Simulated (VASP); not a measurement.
# Si16N (a cell with a defect) in VASP: single point with PBEsol

Aim: the single point of Si16N (a cell with a defect) with PBEsol.

All numbers are computed with VASP 6.6.1; they aren't measurements. Logs are shortened: lines on timing, memory, paths and dates and some standing lists are left out, and cuts for length are marked.

## 1. The cell of the first run

The cell holds a defect, 17 atoms: a = 7.679 Å, b = 7.679 Å, c = 7.679 Å, α = 60.00°, β = 60.00°, γ = 60.00°.

## 2. Single point, PBEsol, collinear spin, ferromagnetic start

File INCAR:

```
SYSTEM = Si16N
ALGO = Normal
EDIFF = 1E-6
ENCUT = 520
GGA = PS
ISIF = 2
ISMEAR = -1
ISPIN = 2
LASPH = .TRUE.
LCHARG = .FALSE.
LORBIT = 11
LREAL = Auto
LWAVE = .FALSE.
MAGMOM = 0 0 0 0 0 0 0 0 0 0 0 0 0 0 0 0 1
NBANDS = 52
NELM = 150
PREC = Accurate
SIGMA = 0.02
```

File KPOINTS:

```
k-points
0
G
  2 2 2
  0 0 0
```

File POSCAR:

```
Si16N
1.0
    0.0000000000      5.4300000000      5.4300000000
    5.4300000000      0.0000000000      5.4300000000
    5.4300000000      5.4300000000      0.0000000000
Si N
16 1
Direct
   -0.0063948832      0.0139511747     -0.0062425894
    0.1046641845      0.1632553845      0.1044196118
    0.0553120363     -0.0280042465      0.4719847616
    0.1323340993      0.1208760614      0.6209238035
    0.0170815501      0.5175200723      0.0178573111
    0.1420554432      0.6423037082      0.1424774914
   -0.0063643817      0.4937344905      0.5141382979
    0.1046098971      0.6044886467      0.6634923390
    0.4720746304     -0.0279176198      0.0550539175
    0.6207704111      0.1208547461      0.1323893431
    0.5075114740      0.0075334091      0.5075367873
    0.6342877520      0.1340312292      0.6338338278
    0.5136855964      0.4936555312     -0.0062908019
    0.6629377604      0.6045946021      0.1044720074
    0.4720366742      0.5551658955      0.4720339190
    0.6207782320      0.6323720904      0.6209104988
    0.3254041238      0.8253514243      0.3253115740
```

Potentials or basis: VASP PAW PBE potentials, release 64 (Si, N).

On the command line:

```bash
$ cat potpaw_PBE.64/Si/POTCAR potpaw_PBE.64/N/POTCAR > POTCAR
$ mpirun -np 1 vasp_std > vasp.out
```

OUTCAR:

```text
SYSTEM = Si16N
   EDIFF = 1E-6
   ENCUT = 520
   GGA = PS
   ISIF = 2
   ISMEAR = -1
   ISPIN = 2
   LASPH = .TRUE.
   LORBIT = 11
   LREAL = Auto
   NELM = 150
   PREC = Accurate

 ion  position               nearest neighbor table
   1  0.994  0.014  0.994-   2 2.33  10 2.34   4 2.34   6 2.35
   2  0.105  0.163  0.104-   5 2.26   1 2.33   9 2.37   3 2.37
   3  0.055  0.972  0.472-  17 1.85   8 2.37   2 2.37   4 2.37  12 2.66
   4  0.132  0.121  0.621-   1 2.34   7 2.34  11 2.36   3 2.37
   5  0.017  0.518  0.018-  14 2.26   2 2.26   8 2.26   6 2.35
   6  0.142  0.642  0.142-   5 2.35   7 2.35   1 2.35  13 2.35
   7  0.994  0.494  0.514-   8 2.33  16 2.34   4 2.34   6 2.35
   8  0.105  0.604  0.663-   5 2.26   7 2.33  15 2.37   3 2.37
   9  0.472  0.972  0.055-  17 1.85   2 2.37  14 2.37  10 2.37  12 2.66
  10  0.621  0.121  0.132-  13 2.34   1 2.34  11 2.36   9 2.37
  11  0.508  0.008  0.508-  10 2.36  16 2.36   4 2.36  12 2.38
  12  0.634  0.134  0.634-  11 2.38   3 2.66  15 2.66   9 2.66
  13  0.514  0.494  0.994-  14 2.33  16 2.34  10 2.34   6 2.35
  14  0.663  0.605  0.104-   5 2.26  13 2.33   9 2.37  15 2.37
  15  0.472  0.555  0.472-  17 1.85   8 2.37  14 2.37  16 2.37  12 2.66
  16  0.621  0.632  0.621-  13 2.34   7 2.34  11 2.36  15 2.37
  17  0.325  0.825  0.325-   3 1.85  15 1.85   9 1.85

  LATTYP: Found a face centered cubic cell.
 ALAT       =    10.8600000000

  Lattice vectors:

 A1 = (   0.0000000000,   5.4300000000,   5.4300000000)
 A2 = (   5.4300000000,   0.0000000000,   5.4300000000)
 A3 = (   5.4300000000,   5.4300000000,   0.0000000000)

Analysis of symmetry for initial positions (statically):
=====================================================================
 Subroutine PRICEL returns:
 Original cell was already a primitive cell.

 Routine SETGRP: Setting up the symmetry group for a
 face centered cubic supercell.

 Subroutine GETGRP returns: Found  1 space group operations
 (whereof  1 operations were pure point group operations)
 out of a pool of 48 trial point group operations.

The static configuration has the point symmetry C_1 .

Analysis of symmetry for dynamics (positions and initial velocities):
=====================================================================
 Subroutine PRICEL returns:
 Original cell was already a primitive cell.

 Routine SETGRP: Setting up the symmetry group for a
 face centered cubic supercell.

 Subroutine GETGRP returns: Found  1 space group operations
 (whereof  1 operations were pure point group operations)
 out of a pool of 48 trial point group operations.

The dynamic configuration has the point symmetry C_1 .

Analysis of structural, dynamic, and magnetic symmetry:
=====================================================================
 Subroutine PRICEL returns:
 Original cell was already a primitive cell.

 Routine SETGRP: Setting up the symmetry group for a
 face centered cubic supercell.

 Subroutine GETGRP returns: Found  1 space group operations
 (whereof  1 operations were pure point group operations)
 out of a pool of 48 trial point group operations.

The overall configuration has the point symmetry C_1 .

 Subroutine INISYM returns: Found  1 space group operations
 (whereof  1 operations are pure point group operations),
 and found     1 'primitive' translations

----------------------------------------------------------------------------------------

                                     Primitive cell

  volume of cell :     320.2060

  direct lattice vectors                    reciprocal lattice vectors
     0.000000000  5.430000000  5.430000000    -0.092081031  0.092081031  0.092081031
     5.430000000  0.000000000  5.430000000     0.092081031 -0.092081031  0.092081031
     5.430000000  5.430000000  0.000000000     0.092081031  0.092081031 -0.092081031

  length of vectors
     7.679179644  7.679179644  7.679179644     0.159489025  0.159489025  0.159489025

  position of ions in fractional coordinates (direct lattice)
     0.993605117  0.013951175  0.993757411
     0.104664185  0.163255384  0.104419612
     0.055312036  0.971995754  0.471984762
     0.132334099  0.120876061  0.620923803
     0.017081550  0.517520072  0.017857311
     0.142055443  0.642303708  0.142477491
[... 9 lines left out ...]
     0.620778232  0.632372090  0.620910499
     0.325404124  0.825351424  0.325311574
[... 62 lines left out ...]
   ions per type =              16   1
   NGX,Y,Z   is equivalent  to a cutoff of  12.99, 12.99, 12.99 a.u.
   NGXF,Y,Z  is equivalent  to a cutoff of  25.98, 25.98, 25.98 a.u.
 SYSTEM =  Si16N
   PREC   = accura    normal or accurate (medium, high low for compatibility)
   ISTART =      0    job   : 0-new  1-cont  2-samecut
   ICHARG =      2    charge: 1-file 2-atom 10-const
   ISPIN  =      2    spin polarized calculation?
   LNONCOLLINEAR =      F non collinear calculations
   LSORBIT =      F    spin-orbit coupling
   LASPH  =      T    aspherical Exc in radial PAW
   ENCUT  =  520.0 eV  38.22 Ry    6.18 a.u.  14.28 14.28 14.28*2*pi/ulx,y,z
   NELM   =    150;   NELMIN=  2; NELMDL= -5     # of ELM steps
   EDIFF  = 0.1E-05   stopping-criterion for ELM
   LREAL  =      T    real-space projection
   EDIFFG = 0.1E-04   stopping-criterion for IOM
   NSW    =      0    number of steps for IOM
   IBRION =     -1    ionic relax: 0-MD 1-quasi-New 2-CG
   NFREE  =      0    steps in history (QN), initial steepest desc. (CG)
   ISIF   =      2    stress and relaxation
   ISYM   =      2    0-nonsym 1-usesym 2-fastsym
   POTIM  = 0.5000    time-step for ionic-motion
   TEBEG  =    0.0;   TEEND  =   0.0 temperature during run
   PSTRESS=    0.0 pullay stress
   NELECT =      69.0000    total number of electrons
   NUPDOWN=      -1.0000    fix difference up-down
   EMIN   =  10.00;   EMAX   =-10.00  energy-range for DOS
   EFERMI =   0.00;   METHOD = LEGACY
   ISMEAR =    -1;   SIGMA  =   0.02  broadening in eV -4-tet -1-fermi 0-gaus
   EFERMI_NEDOS =   21; number of points for ismear=-14 and -15
   IALGO  =     38    algorithm
   IMIX   =      4    mixing-type and parameters
     AMIX     =   0.40;   BMIX     =  1.00
     AMIX_MAG =   1.60;   BMIX_MAG =  1.00
  volume/ion in A,a.u.               =      18.84       127.11
  Fermi-wavevector in a.u.,A,eV,Ry     =   0.981480  1.854728 13.106528  0.963303
  Thomas-Fermi vector in A             =   2.112490
   LORBIT       =     11    0 simple, 1 ext, 2 COOP (PROOUT), +10 PAW based schemes
   GGA     = PS    functional components
   LHFCALC =     F    Hartree Fock is set to
   AEXX    =    0.0000 exact exchange contribution
   IVDW    =     0    specifies the selected vdW correction
   LEPSILON=     F    determine dielectric tensor
   LRPA    =     F    only Hartree local field effects (RPA)
 spin polarized calculation
  energy-cutoff  :      520.00
  volume of cell :      320.21
 maximum number of plane-waves:      8646
 NGX is ok and might be reduce to    60
   NGX = 29   NGY = 29   NGZ = 29

 number of electron      68.9999999 magnetization       0.0132329

 Free energy of the ion-electron system (eV)
  ---------------------------------------------------
  ext. energy  EPLUGINS =         0.00000000
  ---------------------------------------------------
  free energy    TOTEN  =       -96.97356503 eV

  energy without entropy =      -96.96391242  energy(sigma->0) =      -96.96873873

 E-fermi :   5.7525     XC(G=0):  -9.7109

 val. band max:        5.7399594307   @ k =   0.5000   0.0000   0.0000
 cond. band min:       6.1959448524   @ k =   0.0000   0.0000   0.0000
 fundamental gap:      0.4559854218
 Fermi energy:         5.7524568750

 spin component 1

 k-point     1 :       0.0000    0.0000    0.0000
  band No.  band energies     occupation
      1     -10.0497      1.00000
      2      -5.6507      1.00000
      3      -4.1593      1.00000
      4      -4.1588      1.00000
      5      -3.8515      1.00000
      6      -3.1027      1.00000
[... 381 lines left out ...]
     45       9.9466      0.00000
     46      10.1933      0.00000
 Fermi energy:         5.7524568750

 spin component 2

 k-point     1 :       0.0000    0.0000    0.0000
  band No.  band energies     occupation
      1     -10.0483      1.00000
      2      -5.6500      1.00000
      3      -4.1584      1.00000
      4      -4.1579      1.00000
      5      -3.8509      1.00000
      6      -3.1019      1.00000
[... 381 lines left out ...]
     45       9.9472      0.00000
     46      10.1940      0.00000
 [bands above 46 left out]

------------------------ aborting loop because EDIFF is reached ----------------------------------------

  FORCE on cell =-STRESS in cart. coord.  units (eV):
  Direction    XX          YY          ZZ          XY          YZ          ZX
  --------------------------------------------------------------------------------------
  -------------------------------------------------------------------------------------
  Total        2.7897843      2.7864375      2.7801692     -0.3584872     -0.3373386     -0.3489261
  in kB       13.9589170     13.9421708     13.9108070     -1.7937203     -1.6879016     -1.7458807
  external PRESSURE =      13.9372983 kB  Pullay stress =       0.0000000 kB

 VOLUME and BASIS-vectors are now :
 -----------------------------------------------------------------------------
  energy-cutoff  :      520.00
  volume of cell :      320.21
      direct lattice vectors                 reciprocal lattice vectors
     0.000000000  5.430000000  5.430000000    -0.092081031  0.092081031  0.092081031
     5.430000000  0.000000000  5.430000000     0.092081031 -0.092081031  0.092081031
     5.430000000  5.430000000  0.000000000     0.092081031  0.092081031 -0.092081031

 POSITION                                       TOTAL-FORCE (eV/Angst)
 -----------------------------------------------------------------------------------
      5.47186     10.79138      5.47103         0.000150      0.007645      0.001413
      1.45348      1.13533      1.45480         0.003954     -0.016665     -0.002466
      7.84081      2.86322      5.57828         0.039084     -0.008531     -0.009241
      4.02797      4.09019      1.37493        -0.013148     -0.004099     -0.001479
      2.90710      0.18972      2.90289        -0.017216     -0.011334     -0.006662
      4.26136      1.54501      4.25907         0.008180      0.009099      0.009406
[... 9 lines left out ...]
      6.80532      6.74237      6.80461        -0.004762     -0.012900      0.000115
      6.24810      3.53339      6.24860        -0.007315     -0.004339     -0.001355
 -----------------------------------------------------------------------------------
    total drift:                                0.007328      0.006949      0.005278

  FREE ENERGIE OF THE ION-ELECTRON SYSTEM (eV)
  ---------------------------------------------------
  free  energy   TOTEN  =       -96.9735650338 eV

  energy  without entropy=      -96.9639124177  energy(sigma->0) =      -96.96873873

 total charge

# of ion       s       p       d       tot
------------------------------------------
    1        0.742   0.951   0.000   1.693
    2        0.778   0.916   0.000   1.694
    3        0.737   0.909   0.000   1.646
    4        0.751   0.940   0.000   1.690
    5        0.753   1.007   0.000   1.760
    6        0.746   0.941   0.000   1.687
[... 9 lines left out ...]
   16        0.751   0.940   0.000   1.690
   17        1.285   2.445   0.000   3.730
--------------------------------------------------
tot         13.401  17.210   0.000  30.611

 magnetization (x)

# of ion       s       p       d       tot
------------------------------------------
    1        0.000   0.000   0.000   0.000
    2        0.000   0.000   0.000   0.000
    3        0.000   0.000   0.000   0.000
    4        0.000   0.000   0.000   0.000
    5        0.000   0.000   0.000   0.000
    6       -0.000  -0.000   0.000  -0.000
[... 9 lines left out ...]
   16        0.000   0.000   0.000   0.000
   17        0.000   0.001   0.000   0.001
--------------------------------------------------
tot          0.000   0.004   0.000   0.005
```

It took 4.1 min on 1 thread of Intel Xeon 6975P-C (Granite Rapids), shared host; peak memory 0.7 GiB.

Results:

```
Free energy                                           : -96.9736 eV
Pressure                                              : 1.4 GPa
Largest force                                         : 0.041 eV/Å
Net moment                                            : 0.01 μB per cell
Valence electrons inside the program's atomic spheres : Si 1.69, 1.65, 1.76, 1.58 (each value once); N 3.73
```

Forces in eV/Å, atoms in the order of the input:
```
Si   0.000  0.008  0.001
Si   0.004 -0.017 -0.002
Si   0.039 -0.009 -0.009
Si  -0.013 -0.004 -0.001
Si  -0.017 -0.011 -0.007
Si   0.008  0.009  0.009
Si   0.002  0.003  0.007
Si   0.000 -0.003 -0.018
Si  -0.006 -0.007  0.032
Si  -0.004 -0.001 -0.012
Si   0.006  0.005  0.005
Si   0.006  0.005  0.003
Si   0.009 -0.001 -0.001
Si  -0.015  0.006  0.003
Si  -0.007  0.035 -0.008
Si  -0.005 -0.013  0.000
N   -0.007 -0.004 -0.001
```

Levels at points of the mesh, in eV from the Fermi level:
Spin up:
```csv
k point,band 31,band 32,band 33,band 34,band 35,band 36,band 37,band 38,band 39,band 40
"(0.00, 0.00, 0.00)",-0.74,-0.13,-0.13,0.44,0.61,0.61,1.05,1.05,1.11,1.11
"(0.50, 0.00, 0.00)",-1.22,-0.63,-0.51,-0.43,-0.01,1.49,1.57,1.62,1.81,1.87
"(0.00, 0.50, 0.00)",-1.22,-0.63,-0.51,-0.43,-0.02,1.49,1.57,1.62,1.81,1.87
"(0.00, 0.00, 0.50)",-1.22,-0.63,-0.51,-0.43,-0.02,1.49,1.57,1.62,1.81,1.87
"(0.50, 0.50, 0.50)",-0.78,-0.78,-0.49,-0.49,0.79,0.79,1.51,1.56,1.56,1.81
"(0.50, 0.50, 0.00)",-1.28,-1.07,-0.95,-0.66,-0.26,1.35,1.43,1.61,2.47,2.68
"(0.00, 0.50, 0.50)",-1.28,-1.07,-0.94,-0.66,-0.26,1.35,1.43,1.61,2.47,2.68
"(0.50, 0.00, 0.50)",-1.28,-1.07,-0.95,-0.66,-0.26,1.35,1.43,1.61,2.47,2.68
```
Spin down:
```tsv
k point	band 33	band 34	band 35	band 36	band 37	band 38
(0.00, 0.00, 0.00)	-0.13	0.45	0.61	0.61	1.05	1.05
(0.50, 0.00, 0.00)	-0.51	-0.43	-0.01	1.49	1.58	1.62
(0.00, 0.50, 0.00)	-0.51	-0.43	-0.01	1.49	1.58	1.62
(0.00, 0.00, 0.50)	-0.51	-0.43	-0.01	1.49	1.57	1.62
(0.50, 0.50, 0.50)	-0.49	-0.49	0.79	0.79	1.51	1.56
(0.50, 0.50, 0.00)	-0.94	-0.66	-0.26	1.35	1.43	1.61
(0.00, 0.50, 0.50)	-0.94	-0.66	-0.26	1.35	1.43	1.61
(0.50, 0.00, 0.50)	-0.94	-0.66	-0.26	1.35	1.43	1.61
```

Caveat: the k points lie up to 0.50 Å⁻¹ apart; the PAW data sets were made with another functional, which shifts forces and pressure a little.
